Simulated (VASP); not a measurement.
# Te2Mo (P2_1/m) in VASP: single point with LDA+U

Aim: the single point of Te2Mo with LDA+U.

All numbers are computed with VASP 6.6.1; they aren't measurements. Logs are shortened: lines on timing, memory, paths and dates and some standing lists are left out, and cuts for length are marked.

## 1. The cell of the first run

Symmetry: P2_1/m, No. 11, monoclinic system. Conventional cell: a = 6.330 Å, b = 3.469 Å, c = 13.860 Å, α = 90.00°, β = 93.92°, γ = 90.00°. Te (site symmetry m) has 3 Mo at 2.79 to 2.81 Å and 8 Te at 3.47 to 3.70 Å within 3.7 Å. Within 3.7 Å of Te (site symmetry m) lie 3 Mo at 2.70 Å and 6 Te at 3.47 to 3.67 Å. Within 3.7 Å of Te (site symmetry m) lie 3 Mo at 2.79 to 2.82 Å and 8 Te at 3.47 to 3.67 Å. Te (site symmetry m) has 3 Mo at 2.70 to 2.71 Å and 6 Te at 3.47 to 3.70 Å within 3.7 Å. Mo (site symmetry m) has 6 Te at 2.70 to 2.82 Å and 4 Mo at 2.89 to 3.47 Å within 3.6 Å. Within 3.6 Å of Mo (site symmetry m) lie 6 Te at 2.70 to 2.81 Å and 4 Mo at 2.90 to 3.47 Å.

## 2. Single point, LDA+U

File POSCAR:

```
Te2Mo
1.0
    6.3300000000      0.0000000000      0.0000000000
    0.0000000000      3.4690000000      0.0000000000
   -0.9467947088      0.0000000000     13.8276237937
Te Mo
8 4
Direct
    0.9437000000      0.7500000000      0.6045000000
    0.0563000000      0.2500000000      0.3955000000
    0.9030000000      0.2500000000      0.8514000000
    0.0970000000      0.7500000000      0.1486000000
    0.4112000000      0.7500000000      0.8955000000
    0.5888000000      0.2500000000      0.1045000000
    0.4432000000      0.2500000000      0.6484000000
    0.5568000000      0.7500000000      0.3516000000
    0.8167000000      0.7500000000      0.9926000000
    0.1833000000      0.2500000000      0.0074000000
    0.6819000000      0.2500000000      0.4934000000
    0.3181000000      0.7500000000      0.5066000000
```

File INCAR.step1:

```
PREC     = Accurate       # precision mode
ENCUT    = 520            # plane-wave cutoff, eV
EDIFF    = 1E-6           # SCF threshold, eV
ISMEAR   = -1             # smearing method
SIGMA    = 0.05           # smearing width, eV
LREAL    = F              # projectors in reciprocal space
LASPH    = T              # aspherical terms in the spheres
NELM     = 150            # most SCF steps
ALGO     = Normal         # electronic algorithm
ISIF     = 2              # what is computed and relaxed
LWAVE    = F              # write WAVECAR
LCHARG   = T              # write CHGCAR
LMAXMIX  = 4              # l up to which the mixer works
LDAU     = T              # DFT+U
LDAUTYPE = 2            
LDAUL    = -1 2           # shell
LDAUU    = 0 3            # U, eV
LDAUJ    = 0 0          
LDAUPRINT= 1            
NBANDS   = 64             # bands
KPAR     = 4
```

File KPOINTS.step1:

```
Automatic mesh
0
Gamma
  3 6 2
```

File INCAR.step2:

```
PREC     = Accurate       # precision mode
ENCUT    = 520            # plane-wave cutoff, eV
EDIFF    = 1E-6           # SCF threshold, eV
ISMEAR   = -5             # smearing method
SIGMA    = 0.05           # smearing width, eV
LREAL    = F              # projectors in reciprocal space
LASPH    = T              # aspherical terms in the spheres
NELM     = 150            # most SCF steps
ALGO     = Normal         # electronic algorithm
ISIF     = 2              # what is computed and relaxed
LWAVE    = F              # write WAVECAR
LCHARG   = F              # write CHGCAR
LMAXMIX  = 4              # l up to which the mixer works
LDAU     = T              # DFT+U
LDAUTYPE = 2            
LDAUL    = -1 2           # shell
LDAUU    = 0 3            # U, eV
LDAUJ    = 0 0          
LDAUPRINT= 1            
LORBIT   = 11             # projections on sites
NEDOS    = 1001           # points of the DOS
ICHARG   = 11             # starting density
KPAR     = 4
```

File KPOINTS.step2:

```
Automatic mesh
0
Gamma
  5 9 3
```

Potentials or basis: VASP PAW LDA potentials, release 64 (Te, Mo_sv).

Started as:

```
> cat potpaw_LDA.64/Te/POTCAR potpaw_LDA.64/Mo_sv/POTCAR > POTCAR
> cp INCAR.step1 INCAR
> cp KPOINTS.step1 KPOINTS
> mpirun -np 4 vasp_std > vasp.out
> cp INCAR.step2 INCAR
> cp KPOINTS.step2 KPOINTS
> mpirun -np 4 vasp_std > vasp.out
```

OUTCAR:

```text
PREC = Accurate
   ENCUT = 520
   EDIFF = 1E-6
   ISMEAR = -5
   LREAL = F
   LASPH = T
   NELM = 150
   ISIF = 2
   LORBIT = 11
   ICHARG = 11

 ion  position               nearest neighbor table
   1  0.944  0.750  0.605-  11 2.79  11 2.79  12 2.81   2 3.49   2 3.49   7 3.62   7 3.62
   2  0.056  0.250  0.395-  12 2.79  12 2.79  11 2.81   1 3.49   1 3.49   8 3.62   8 3.62
   3  0.903  0.250  0.851-   9 2.70   9 2.70  10 2.70   5 3.65   5 3.65   5 3.67   5 3.67
   4  0.097  0.750  0.149-  10 2.70  10 2.70   9 2.70   6 3.65   6 3.65   6 3.67   6 3.67
   5  0.411  0.750  0.895-  10 2.79  10 2.79   9 2.82   6 3.50   6 3.50   3 3.65   3 3.65   3 3.67
                             3 3.67
   6  0.589  0.250  0.105-   9 2.79   9 2.79  10 2.82   5 3.50   5 3.50   4 3.65   4 3.65   4 3.67
                             4 3.67
   7  0.443  0.250  0.648-  12 2.70  12 2.70  11 2.71   1 3.62   1 3.62
   8  0.557  0.750  0.352-  11 2.70  11 2.70  12 2.71   2 3.62   2 3.62
   9  0.817  0.750  0.993-   3 2.70   3 2.70   4 2.70   6 2.79   6 2.79   5 2.82  10 2.89  10 2.89

  10  0.183  0.250  0.007-   4 2.70   4 2.70   3 2.70   5 2.79   5 2.79   6 2.82   9 2.89   9 2.89

  11  0.682  0.250  0.493-   8 2.70   8 2.70   7 2.71   1 2.79   1 2.79   2 2.81  12 2.90  12 2.90

  12  0.318  0.750  0.507-   7 2.70   7 2.70   8 2.71   2 2.79   2 2.79   1 2.81  11 2.90  11 2.90

  LATTYP: Found a simple monoclinic cell.
 ALAT       =     6.3300000000
 B/A-ratio  =     0.5480252765
 C/A-ratio  =     2.1895734597
 COS(beta)  =    -0.0683113066

  Lattice vectors:

 A1 = (   6.3300000000,   0.0000000000,   0.0000000000)
 A2 = (   0.0000000000,   3.4690000000,   0.0000000000)
 A3 = (  -0.9467947088,   0.0000000000,  13.8276237937)

Analysis of symmetry for initial positions (statically):
=====================================================================
 Subroutine PRICEL returns:
 Original cell was already a primitive cell.

 Routine SETGRP: Setting up the symmetry group for a
 simple monoclinic supercell.

 Subroutine GETGRP returns: Found  4 space group operations
 (whereof  2 operations were pure point group operations)
 out of a pool of  4 trial point group operations.

The static configuration has the point symmetry S_2 .
 The point group associated with its full space group is C_2h.

Analysis of symmetry for dynamics (positions and initial velocities):
=====================================================================
 Subroutine PRICEL returns:
 Original cell was already a primitive cell.

 Routine SETGRP: Setting up the symmetry group for a
 simple monoclinic supercell.

 Subroutine GETGRP returns: Found  4 space group operations
[... 297 lines left out ...]
  o =  0.4927  v =  0.0000  0.0000  0.0000  0.0000  0.0000 -0.8460  0.5333  0.0000  0.0000  0.0000      0.0000  0.0000  0.0000  0.0000  0.0000  0.0000  0.0000  0.0000  0.0000  0.0000

 number of electron     103.9999999 magnetization

 Free energy of the ion-electron system (eV)
  ---------------------------------------------------
  ext. energy  EPLUGINS =         0.00000000
  ---------------------------------------------------
  free energy    TOTEN  =       -68.06301463 eV

  energy without entropy =      -68.06301463  energy(sigma->0) =      -68.06301463

 E-fermi :   8.1715     XC(G=0): -10.5789

 val. band max:        8.2199745775   @ k =   0.2000   0.1111  -0.0000
 cond. band min:       8.1249781680   @ k =   0.0000   0.1111   0.0000
 fundamental gap:     -0.0949964095
 Fermi energy:         8.1715116177

 k-point     1 :       0.0000    0.0000    0.0000
  band No.  band energies     occupation
      1     -52.9090      2.00000
      2     -52.8731      2.00000
      3     -52.8509      2.00000
      4     -52.8136      2.00000
      5     -27.3719      2.00000
      6     -27.3343      2.00000
[... 1549 lines left out ...]
     61      10.3341      0.00000
     62      10.4305      0.00000

 [... further k-points ...]

------------------------ aborting loop because EDIFF is reached ----------------------------------------

  FORCE on cell =-STRESS in cart. coord.  units (eV):
  Direction    XX          YY          ZZ          XY          YZ          ZX
  --------------------------------------------------------------------------------------
  -------------------------------------------------------------------------------------
  Total       -4.3273366     -2.3950687     -3.6485740      0.0000000      0.0000000      0.2323941
  in kB      -22.8336689    -12.6378443    -19.2521028      0.0000000      0.0000000      1.2262529
  external PRESSURE =     -18.2412053 kB  Pullay stress =       0.0000000 kB

 VOLUME and BASIS-vectors are now :
 -----------------------------------------------------------------------------
  energy-cutoff  :      520.00
  volume of cell :      303.64
      direct lattice vectors                 reciprocal lattice vectors
     6.330000000  0.000000000  0.000000000     0.157977883  0.000000000  0.010816943
     0.000000000  3.469000000  0.000000000     0.000000000  0.288267512  0.000000000
    -0.946794709  0.000000000 13.827623794     0.000000000  0.000000000  0.072319005

 POSITION                                       TOTAL-FORCE (eV/Angst)
 -----------------------------------------------------------------------------------
      5.40128      2.60175      8.35880         0.020028      0.000000     -0.080594
     -0.01808      0.86725      5.46883        -0.020028      0.000000      0.080594
      4.90989      0.86725     11.77284        -0.004810      0.000000      0.191578
      0.47332      2.60175      2.05478         0.004810      0.000000     -0.191578
      1.75504      2.60175     12.38264        -0.008735     -0.000000      0.125629
      3.62816      0.86725      1.44499         0.008735      0.000000     -0.125629
      2.19155      0.86725      8.96583         0.001120      0.000000     -0.222750
      3.19165      2.60175      4.86179        -0.001120     -0.000000      0.222750
      4.22992      2.60175     13.72530         0.319722      0.000000      0.072713
      1.15328      0.86725      0.10232        -0.319722      0.000000     -0.072713
      3.84928      0.86725      6.82255        -0.430891      0.000000      0.019553
      1.53393      2.60175      7.00507         0.430891      0.000000     -0.019553
 -----------------------------------------------------------------------------------
    total drift:                               -0.000000      0.000000     -0.000000

  FREE ENERGIE OF THE ION-ELECTRON SYSTEM (eV)
  ---------------------------------------------------
  free  energy   TOTEN  =       -68.0630146313 eV

  energy  without entropy=      -68.0630146313  energy(sigma->0) =      -68.06301463

 total charge

# of ion       s       p       d       tot
------------------------------------------
    1        1.391   1.961   0.059   3.411
    2        1.391   1.961   0.059   3.411
    3        1.400   1.972   0.066   3.438
    4        1.400   1.972   0.066   3.438
    5        1.391   1.963   0.058   3.412
    6        1.391   1.963   0.058   3.412
    7        1.399   1.971   0.065   3.435
    8        1.399   1.971   0.065   3.435
    9        2.285   6.167   3.922  12.374
   10        2.285   6.167   3.922  12.374
   11        2.284   6.167   3.917  12.368
   12        2.284   6.167   3.917  12.368
--------------------------------------------------
tot         20.298  40.403  16.176  76.876
```

OUTCAR.step1:

```text
PREC = Accurate
   ENCUT = 520
   EDIFF = 1E-6
   ISMEAR = -1
   LREAL = F
   LASPH = T
[... 1465 lines left out ...]
      4.22992      2.60175     13.72530         0.338828     -0.000000      0.124598
      1.15328      0.86725      0.10232        -0.338828     -0.000000     -0.124598
      3.84928      0.86725      6.82255        -0.473451     -0.000000      0.057059
      1.53393      2.60175      7.00507         0.473451     -0.000000     -0.057059
 -----------------------------------------------------------------------------------
    total drift:                               -0.000000      0.000000     -0.000000

  FREE ENERGIE OF THE ION-ELECTRON SYSTEM (eV)
  ---------------------------------------------------
  free  energy   TOTEN  =       -68.1051340449 eV

  energy  without entropy=      -68.0804356004  energy(sigma->0) =      -68.09278482
```

It took 6.5 min on 4 MPI ranks of Oxide Virtual Turin-like, shared host; peak memory 0.61 GiB.

Results:

```yaml
Valence_electrons_inside_the_program's_atomic_spheres: Te 3.41, 3.44 (each value once); Mo 12.37
```

Eigenvalues of the final occupation matrices:
```csv
site,spin,trace,eigenvalues
site 9 d,1,1.99,0.26 0.37 0.40 0.46 0.49
site 9 d,2,1.99,0.26 0.37 0.40 0.46 0.49
site 10 d,1,1.99,0.26 0.37 0.40 0.46 0.49
site 10 d,2,1.99,0.26 0.37 0.40 0.46 0.49
site 11 d,1,1.98,0.26 0.37 0.40 0.46 0.49
site 11 d,2,1.98,0.26 0.37 0.40 0.46 0.49
site 12 d,1,1.98,0.26 0.37 0.40 0.46 0.49
site 12 d,2,1.98,0.26 0.37 0.40 0.46 0.49
```

Caveat: spin-orbit coupling is left out, which moves the levels of the heavy elements; U without spin polarisation on a metal has little footing; the U is typed as a test and isn't derived for this compound.
